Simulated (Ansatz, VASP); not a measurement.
## Two plane-wave programs on Sn2F3

```
Sn F
1.0
     3.56333    2.05729    4.12047
    -3.56333    2.05729    4.12047
     0.00000   -4.11458    4.12047
Sn F
4 6
Direct
  0.87690 0.87690 0.87690
  0.62310 0.62310 0.62310
  0.12310 0.12310 0.12310
  0.37690 0.37690 0.37690
  0.09668 0.40332 0.75000
  0.75000 0.09668 0.40332
  0.40332 0.75000 0.09668
  0.90332 0.59668 0.25000
  0.25000 0.90332 0.59668
  0.59668 0.25000 0.90332
```

Alike in both runs: functional PBE; k mesh 6 × 6 × 6; occupations gaussian, width 0.1 eV; no spin polarisation.

Ansatz relaxed the structure, and its values are those at the end. VASP's run is a single point on that final structure, the one shown.

```csv
,VASP,Ansatz
version,VASP 6.6.1,Ansatz 0.2.0
potentials or method,"VASP PAW PBE potentials, release 64 (Sn_d, F), cutoff 520 eV","scalar-relativistic, plane waves, PAW"
valence electrons in the cell,98,98
```

|  | VASP | Ansatz | Ansatz less VASP |
| --- | --- | --- | --- |
| gap on the k mesh at the Fermi level (eV) | none | none | - |
| pressure (GPa) | -0.1 | 0.0 | +0.17 |
| rms of the force components (eV/Å) | 0.006 | 0.000 | -0.0054 |

A gap of «none» marks a metal or a gap that the smearing closes.
